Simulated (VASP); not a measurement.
# MgS (Pm-3m) in VASP: notebook

MgS is run at these levels: PBE; tasks: single point, relaxation of cell and atoms.

All numbers are computed with VASP 6.6.1; they aren't measurements. Logs are shortened: lines on timing, memory, paths and dates and some standing lists are left out, and cuts for length are marked.

## 1. The cell of the first run

Symmetry: Pm-3m, No. 221, cubic system. The conventional cell has a = 3.275 Å, b = 3.275 Å, c = 3.275 Å, α = 90.00°, β = 90.00°, γ = 90.00°. Within 3.7 Å of Mg (site symmetry m-3m) lie 8 S at 2.84 Å and 6 Mg at 3.28 Å. Within 3.7 Å of S (site symmetry m-3m) lie 8 Mg at 2.84 Å and 6 S at 3.28 Å.

## 2. Single point, PBE

Contents of INCAR:

```
PREC     = Accurate       # precision mode
ENCUT    = 520            # plane-wave cutoff, eV
EDIFF    = 1E-7           # SCF threshold, eV
ISMEAR   = 0              # smearing method
SIGMA    = 0.1            # smearing width, eV
LREAL    = False          # projectors in reciprocal space
LASPH    = True           # aspherical terms in the spheres
NELM     = 80             # most SCF steps
ALGO     = Normal         # electronic algorithm
ISIF     = 2              # what is computed and relaxed
LWAVE    = False          # write WAVECAR
LCHARG   = True           # write CHGCAR
GGA      = PE             # functional
LELF     = True           # ELF
LVHAR    = True         
NBANDS   = 11             # bands
```

Contents of KPOINTS:

```
regular mesh
0
Gamma
  16 16 16
```

Contents of POSCAR:

```
MgS
1.0
    3.2751755363      0.0000000000      0.0000000000
    0.0000000000      3.2751755363      0.0000000000
    0.0000000000      0.0000000000      3.2751755363
Mg S
1 1
Direct
    0.0000000000      0.0000000000      0.0000000000
    0.5000000000      0.5000000000      0.5000000000
```

Potentials or basis: VASP PAW PBE potentials, release 64 (Mg, S).

Command:

```
cat potpaw_PBE.64/Mg/POTCAR potpaw_PBE.64/S/POTCAR > POTCAR
mpirun -np 1 vasp_std > vasp.out
```

OUTCAR:

```text
PREC = Accurate
   ENCUT = 520
   EDIFF = 1E-7
   ISMEAR = 0
   LREAL = False
   LASPH = True
   NELM = 80
   ISIF = 2
   GGA = PE

 ion  position               nearest neighbor table
   1  0.000  0.000  0.000-   2 2.84   2 2.84   2 2.84   2 2.84   2 2.84   2 2.84   2 2.84   2 2.84

   2  0.500  0.500  0.500-   1 2.84   1 2.84   1 2.84   1 2.84   1 2.84   1 2.84   1 2.84   1 2.84

  LATTYP: Found a simple cubic cell.
 ALAT       =     3.2751755363

  Lattice vectors:

 A1 = (   3.2751755363,   0.0000000000,   0.0000000000)
 A2 = (   0.0000000000,   3.2751755363,   0.0000000000)
 A3 = (   0.0000000000,   0.0000000000,   3.2751755363)

Analysis of symmetry for initial positions (statically):
=====================================================================
 Subroutine PRICEL returns:
 Original cell was already a primitive cell.

 Routine SETGRP: Setting up the symmetry group for a
 simple cubic supercell.

 Subroutine GETGRP returns: Found 48 space group operations
 (whereof 48 operations were pure point group operations)
 out of a pool of 48 trial point group operations.

The static configuration has the point symmetry O_h .

Analysis of symmetry for dynamics (positions and initial velocities):
=====================================================================
 Subroutine PRICEL returns:
 Original cell was already a primitive cell.

 Routine SETGRP: Setting up the symmetry group for a
 simple cubic supercell.

 Subroutine GETGRP returns: Found 48 space group operations
 (whereof 48 operations were pure point group operations)
 out of a pool of 48 trial point group operations.

The dynamic configuration has the point symmetry O_h .

 Subroutine INISYM returns: Found 48 space group operations
 (whereof 48 operations are pure point group operations),
 and found     1 'primitive' translations

----------------------------------------------------------------------------------------

                                     Primitive cell

  volume of cell :      35.1321

  direct lattice vectors                    reciprocal lattice vectors
     3.275175536  0.000000000  0.000000000     0.305327146  0.000000000  0.000000000
     0.000000000  3.275175536  0.000000000     0.000000000  0.305327146  0.000000000
     0.000000000  0.000000000  3.275175536     0.000000000  0.000000000  0.305327146

  length of vectors
     3.275175536  3.275175536  3.275175536     0.305327146  0.305327146  0.305327146

  position of ions in fractional coordinates (direct lattice)
     0.000000000  0.000000000  0.000000000
     0.500000000  0.500000000  0.500000000

  ion indices of the primitive-cell ions
   primitive index   ion index
                 1           1
                 2           2

----------------------------------------------------------------------------------------

 KPOINTS: regular mesh

Automatic generation of k-mesh.
 Grid dimensions read from file:
 generate k-points for:   16   16   16

 Generating k-lattice:

  Cartesian coordinates                     Fractional coordinates (reciprocal lattice)
     0.019082947  0.000000000  0.000000000     0.062500000  0.000000000  0.000000000
     0.000000000  0.019082947  0.000000000     0.000000000  0.062500000  0.000000000
     0.000000000  0.000000000  0.019082947     0.000000000  0.000000000  0.062500000

  Length of vectors
     0.019082947  0.019082947  0.019082947

  Shift w.r.t. Gamma in fractional coordinates (k-lattice)
     0.000000000  0.000000000  0.000000000

 Subroutine IBZKPT returns following result:
 ===========================================

 Found    165 irreducible k-points:

 Following reciprocal coordinates:
            Coordinates               Weight
  0.000000  0.000000  0.000000      1.000000
  0.062500  0.000000  0.000000      6.000000
  0.125000  0.000000  0.000000      6.000000
  0.187500  0.000000  0.000000      6.000000
  0.250000  0.000000  0.000000      6.000000
  0.312500  0.000000  0.000000      6.000000
[... 16 lines left out ...]
  0.437500  0.125000  0.000000     24.000000
  0.500000  0.125000  0.000000     12.000000
 [... further k-points ...]
   k-points           NKPTS =    165   k-points in BZ     NKDIM =    165   number of bands    NBANDS=     11
   number of dos      NEDOS =    301   number of ions     NIONS =      2
   total plane-waves  NPLWV =  13824
   dimension x,y,z NGX =    24 NGY =   24 NGZ =   24
   dimension x,y,z NGXF=    48 NGYF=   48 NGZF=   48
   ions per type =               1   1
   NGX,Y,Z   is equivalent  to a cutoff of  12.18, 12.18, 12.18 a.u.
   NGXF,Y,Z  is equivalent  to a cutoff of  24.36, 24.36, 24.36 a.u.
 SYSTEM =  unknown system
   PREC   = accura    normal or accurate (medium, high low for compatibility)
   ISTART =      0    job   : 0-new  1-cont  2-samecut
   ICHARG =      2    charge: 1-file 2-atom 10-const
   ISPIN  =      1    spin polarized calculation?
   LNONCOLLINEAR =      F non collinear calculations
   LSORBIT =      F    spin-orbit coupling
   LASPH  =      T    aspherical Exc in radial PAW
   ENCUT  =  520.0 eV  38.22 Ry    6.18 a.u.   6.09  6.09  6.09*2*pi/ulx,y,z
   NELM   =     80;   NELMIN=  2; NELMDL= -5     # of ELM steps
   EDIFF  = 0.1E-06   stopping-criterion for ELM
   LREAL  =      F    real-space projection
   EDIFFG = 0.1E-05   stopping-criterion for IOM
   NSW    =      0    number of steps for IOM
   IBRION =     -1    ionic relax: 0-MD 1-quasi-New 2-CG
   NFREE  =      0    steps in history (QN), initial steepest desc. (CG)
   ISIF   =      2    stress and relaxation
   ISYM   =      2    0-nonsym 1-usesym 2-fastsym
   POTIM  = 0.5000    time-step for ionic-motion
   TEBEG  =    0.0;   TEEND  =   0.0 temperature during run
   PSTRESS=    0.0 pullay stress
   NELECT =       8.0000    total number of electrons
   NUPDOWN=      -1.0000    fix difference up-down
   EMIN   =  10.00;   EMAX   =-10.00  energy-range for DOS
   EFERMI =   0.00;   METHOD = LEGACY
   ISMEAR =     0;   SIGMA  =   0.10  broadening in eV -4-tet -1-fermi 0-gaus
   EFERMI_NEDOS =   21; number of points for ismear=-14 and -15
   IALGO  =     38    algorithm
   IMIX   =      4    mixing-type and parameters
     AMIX     =   0.40;   BMIX     =  1.00
     AMIX_MAG =   1.60;   BMIX_MAG =  1.00
  volume/ion in A,a.u.               =      17.57       118.54
  Fermi-wavevector in a.u.,A,eV,Ry     =   0.999701  1.889161 13.597698  0.999403
  Thomas-Fermi vector in A             =   2.132009
   LORBIT       =      0    0 simple, 1 ext, 2 COOP (PROOUT), +10 PAW based schemes
   GGA     = PE    functional components
   LHFCALC =     F    Hartree Fock is set to
   AEXX    =    0.0000 exact exchange contribution
   IVDW    =     0    specifies the selected vdW correction
   LEPSILON=     F    determine dielectric tensor
   LRPA    =     F    only Hartree local field effects (RPA)
 non-spin polarized calculation
 Gauss-broadening in eV      SIGMA  =   0.10
  energy-cutoff  :      520.00
  volume of cell :       35.13
 maximum number of plane-waves:       968
   NGX = 13   NGY = 13   NGZ = 13

 number of electron       7.9999996 magnetization

 Free energy of the ion-electron system (eV)
  ---------------------------------------------------
  ext. energy  EPLUGINS =         0.00000000
  ---------------------------------------------------
  free energy    TOTEN  =        -7.25705826 eV

  energy without entropy =       -7.25498210  energy(sigma->0) =       -7.25602018

 E-fermi :   5.2945     XC(G=0):  -9.8080

 val. band max:        5.2613075917   @ k =   0.5000   0.5000   0.0625
 cond. band min:       5.3193187715   @ k =   0.4375   0.4375   0.0000
 fundamental gap:      0.0580111798
 Fermi energy:         5.2944661643

 k-point     1 :       0.0000    0.0000    0.0000
  band No.  band energies     occupation
      1      -8.6050      2.00000
      2       4.0235      2.00000
      3       4.0235      2.00000
      4       4.0235      2.00000
      5       6.0986      0.00000
      6       9.7339      0.00000
      7       9.7339      0.00000
      8      17.7200      0.00000
      9      17.7200      0.00000
     10      17.7200      0.00000
     11      18.5690      0.00000

 k-point     2 :       0.0625    0.0000    0.0000
  band No.  band energies     occupation
      1      -8.5711      2.00000
      2       3.5750      2.00000
      3       4.0474      2.00000
      4       4.0474      2.00000
      5       6.3904      0.00000
      6       9.7865      0.00000
      7       9.9916      0.00000
      8      17.1291      0.00000
      9      17.1291      0.00000
     10      17.5465      0.00000
     11      18.6130      0.00000

 k-point     3 :       0.1250    0.0000    0.0000
  band No.  band energies     occupation
      1      -8.4714      2.00000
      2       2.6729      2.00000
      3       4.1168      2.00000
      4       4.1168      2.00000
      5       6.8752      0.00000
      6       9.9440      0.00000
      7      10.6841      0.00000
      8      16.2170      0.00000
      9      16.2170      0.00000
     10      17.1489      0.00000
     11      18.7435      0.00000

 k-point     4 :       0.1875    0.0000    0.0000
  band No.  band energies     occupation
      1      -8.3132      2.00000
      2       1.6915      2.00000
      3       4.2252      2.00000
      4       4.2252      2.00000
      5       7.3218      0.00000
      6      10.2057      0.00000
      7      11.5573      0.00000
      8      15.3037      0.00000
      9      15.3037      0.00000
     10      16.8020      0.00000
     11      18.7442      0.00000

 k-point     5 :       0.2500    0.0000    0.0000
  band No.  band energies     occupation
      1      -8.1097      2.00000
      2       0.7593      2.00000
      3       4.3608      2.00000
      4       4.3608      2.00000
      5       7.7482      0.00000
      6      10.5697      0.00000
      7      12.2093      0.00000
      8      14.4665      0.00000
      9      14.4665      0.00000
     10      16.8784      0.00000
     11      17.4742      0.00000
[... 211 lines left out ...]
 k-point    21 :       0.3125    0.1250    0.0000
  band No.  band energies     occupation
      1      -7.7603      2.00000
      2       0.0908      2.00000
      3       3.4160      2.00000
      4       4.5981      2.00000
      5       8.8517      0.00000
      6      10.7405      0.00000
      7      12.1507      0.00000
      8      13.8928      0.00000
      9      13.9054      0.00000
     10      17.2444      0.00000
     11      17.6856      0.00000

 k-point    22 :       0.3750    0.1250    0.0000
  band No.  band energies     occupation
      1      -7.5489      2.00000
      2      -0.5450      2.00000
      3       3.6030      2.00000
      4       4.7297      2.00000
      5       9.2231      0.00000
      6      10.3961      0.00000
      7      12.3316      0.00000
      8      13.3583      0.00000
      9      13.6690      0.00000
     10      16.7585      0.00000
     11      17.9632      0.00000

 k-point    23 :       0.4375    0.1250    0.0000
  band No.  band energies     occupation
      1      -7.3927      2.00000
      2      -0.9601      2.00000
      3       3.7409      2.00000
      4       4.8229      2.00000
      5       9.5385      0.00000
      6      10.0641      0.00000
      7      12.5683      0.00000
      8      13.0174      0.00000
      9      13.3658      0.00000
     10      16.2797      0.00000
     11      18.1972      0.00000

 k-point    24 :       0.5000    0.1250    0.0000
  band No.  band energies     occupation
      1      -7.3343      2.00000
      2      -1.1054      2.00000
      3       3.7922      2.00000
      4       4.8567      2.00000
      5       9.7260      0.00000
      6       9.8734      0.00000
      7      12.6837      0.00000
      8      12.9001      0.00000
      9      13.2269      0.00000
     10      16.0901      0.00000
     11      18.2923      0.00000

 [... further k-points ...]

------------------------ aborting loop because EDIFF is reached ----------------------------------------

  FORCE on cell =-STRESS in cart. coord.  units (eV):
  Direction    XX          YY          ZZ          XY          YZ          ZX
  --------------------------------------------------------------------------------------
  -------------------------------------------------------------------------------------
  Total       -0.0614337     -0.0614337     -0.0614337     -0.0000000     -0.0000000      0.0000000
  in kB       -2.8016475     -2.8016475     -2.8016475     -0.0000000     -0.0000000      0.0000000
  external PRESSURE =      -2.8016475 kB  Pullay stress =       0.0000000 kB

 VOLUME and BASIS-vectors are now :
 -----------------------------------------------------------------------------
  energy-cutoff  :      520.00
  volume of cell :       35.13
      direct lattice vectors                 reciprocal lattice vectors
     3.275175536  0.000000000  0.000000000     0.305327146  0.000000000  0.000000000
     0.000000000  3.275175536  0.000000000     0.000000000  0.305327146  0.000000000
     0.000000000  0.000000000  3.275175536     0.000000000  0.000000000  0.305327146

 POSITION                                       TOTAL-FORCE (eV/Angst)
 -----------------------------------------------------------------------------------
      0.00000      0.00000      0.00000         0.000000      0.000000      0.000000
      1.63759      1.63759      1.63759         0.000000      0.000000      0.000000
 -----------------------------------------------------------------------------------
    total drift:                               -0.000000     -0.000000     -0.000000

  FREE ENERGIE OF THE ION-ELECTRON SYSTEM (eV)
  ---------------------------------------------------
  free  energy   TOTEN  =        -7.2570582618 eV

  energy  without entropy=       -7.2549820972  energy(sigma->0) =       -7.25602018
```

Run time: 22 s. Hardware: 1 thread of Intel Xeon Platinum 8488C (Sapphire Rapids), shared host; peak memory 0.19 GiB.

Results:

```yaml
Free_energy: -7.2571 eV
Pressure: -0.3 GPa
Band_gap_on_the_k_mesh: zero (band 4 reaches 5.36 eV, above the bottom of band 5 at 5.13 eV)
```

## 3. Relaxation of cell and atoms, PBE

Contents of INCAR:

```
SYSTEM = MgS
ALGO = Normal
EDIFF = 1E-6
EDIFFG = -0.01
ENCUT = 600
GGA = PE
IBRION = 2
ISIF = 3
ISMEAR = 0
LASPH = .TRUE.
LCHARG = .FALSE.
LREAL = .FALSE.
LWAVE = .FALSE.
NELM = 80
NSW = 100
PREC = Accurate
SIGMA = 0.1
```

Contents of KPOINTS:

```
k-points
0
G
  16 16 16
  0 0 0
```

Contents of POSCAR:

```
MgS
1.0
    3.2762900170      0.0000000000      0.0000000000
    0.0000000000      3.2762900170      0.0000000000
    0.0000000000      0.0000000000      3.2762900170
Mg S
1 1
Direct
    0.0000000000      0.0000000000      0.0000000000
    0.5000000000      0.5000000000      0.5000000000
```

Potentials or basis: VASP PAW PBE potentials, release 64 (Mg, S).

Command:

```
cat potpaw_PBE.64/Mg/POTCAR potpaw_PBE.64/S/POTCAR > POTCAR
mpirun -np 1 vasp_std > vasp.out
```

It took 48 s on 1 thread of Intel Xeon Platinum 8488C (Sapphire Rapids), shared host; peak memory 0.21 GiB.

It converged, with:

```
Free energy                            : -7.2573 eV
Relaxed volume                         : 17.49 Å³/atom
Relaxed cell                           : a = 3.271 Å, b = 3.271 Å, c = 3.271 Å, α = 90.00°, β = 90.00°, γ = 90.00°
Space group after relaxing (to 0.05 Å) : Pm-3m (No. 221)
Energy gained by relaxing              : 0.1 meV/atom
Ionic steps                            : 2
Pressure after relaxing                : 0.0 GPa
Band gap on the k mesh                 : zero (band 4 reaches 5.40 eV, above the bottom of band 5 at 5.16 eV)
```

The path:
```csv
step,energy change (eV),largest force (eV/Å),pressure (GPa),volume (Å³)
1,0.0000,0.0000,-0.33,35.17
2,-0.0002,0.0000,0.05,34.98
```

Final structure:
```
Mg S
1.0
     3.27054    0.00000    0.00000
     0.00000    3.27054    0.00000
     0.00000    0.00000    3.27054
Mg S
1 1
Direct
  0.00000 0.00000 0.00000
  0.50000 0.50000 0.50000
```

Levels at points of the mesh, in eV from the Fermi level:
```
           k point  band 1  band 2  band 3  band 4  band 5  band 6  band 7  band 8
(0.00, 0.00, 0.00)  -13.93   -1.28   -1.28   -1.28    0.83    4.43    4.43   12.47
(0.50, 0.00, 0.00)  -12.76   -6.60   -0.53   -0.53    3.87    6.23    7.24    7.46
(0.50, 0.50, 0.00)  -11.81   -4.96   -4.96   -0.37    0.19    7.66    8.40    8.40
(0.50, 0.50, 0.50)  -10.93   -3.69   -3.69   -3.69    1.70    1.70    1.70    5.29
```
